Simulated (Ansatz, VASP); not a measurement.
Given: the input of a run of Ansatz 0.2.0 on Ag.

input.yaml

```yaml
crystal:
  lattice:
    - [2.8862, 0.0, 0.0]
    - [-1.4431, 2.4995225204, 0.0]
    - [0.0, 0.0, 10.0]
  atoms:
    - { symbol: Ag, position: [0.0, 0.0, 0.5] }
    - { symbol: Ag, position: [0.0, 0.0, 0.0] }
    - { symbol: Ag, position: [0.6666666667, 0.3333333333, 0.75] }
    - { symbol: Ag, position: [0.3333333333, 0.6666666667, 0.25] }
hamiltonian:
  xc: pbe
  pseudopotentials: { kind: paw }
kpoints:
  mp_grid: { grid: [11, 11, 3] }
scf:
  occupations: { method: fermi_dirac, width: 0.05 }
output:
  forces: true
  stress: true
  eigenvalues: true
```

Potentials or basis: Ansatz PAW.

Run with:

```console
$ ansatz run input.yaml --threads 2 --pin off --max-ram 5120MiB --backend cpu --events-out ev --progress --plain --runs-dir out
```

Translate it to VASP 6.6.1. Potentials there: VASP PAW PBE potentials, release 64 (Ag).

As run (the cutoff follows the program's own potentials):

The input INCAR:

```
SYSTEM = Ag
PREC = Accurate
ENCUT = 520
EDIFF = 1E-6
ISMEAR = -1
SIGMA = 0.05
LREAL = .False.
LASPH = .True.
NELM = 100
ALGO = Fast
ISIF = 2
LWAVE = .False.
LCHARG = .True.
GGA = PE
LELF = .True.
LVHAR = .True.
NBANDS = 30
```

File KPOINTS:

```
regular mesh
0
Gamma
  11 11 3
  0 0 0
```

Contents of POSCAR:

```
Ag
1.0
    2.8862000000      0.0000000000      0.0000000000
   -1.4431000000      2.4995225204      0.0000000000
    0.0000000000      0.0000000000     10.0000000000
Ag
4
Direct
    0.0000000000      0.0000000000      0.5000000000
    0.0000000000      0.0000000000      0.0000000000
    0.6666666667      0.3333333333      0.7500000000
    0.3333333333      0.6666666667      0.2500000000
```

Potentials or basis: VASP PAW PBE potentials, release 64 (Ag).

Launch:

```console
$ cat potpaw_PBE.64/Ag/POTCAR > POTCAR
$ mpirun -np 1 vasp_std > vasp.out
```

Both were run:

|  | VASP | Ansatz | Ansatz less VASP |
| --- | --- | --- | --- |
| gap on the k mesh at the Fermi level (eV) | none | none | - |
| pressure (GPa) | -0.6 | -0.6 | +0.06 |
| traceless stress, the component that is largest in VASP (GPa) | -2.57 | -2.59 | -0.023 |

A gap of «none» marks a metal or a gap that the smearing closes. VASP's potentials hold 44 valence electrons a cell and Ansatz's 76, so a difference there can come from the potentials and not from the codes.
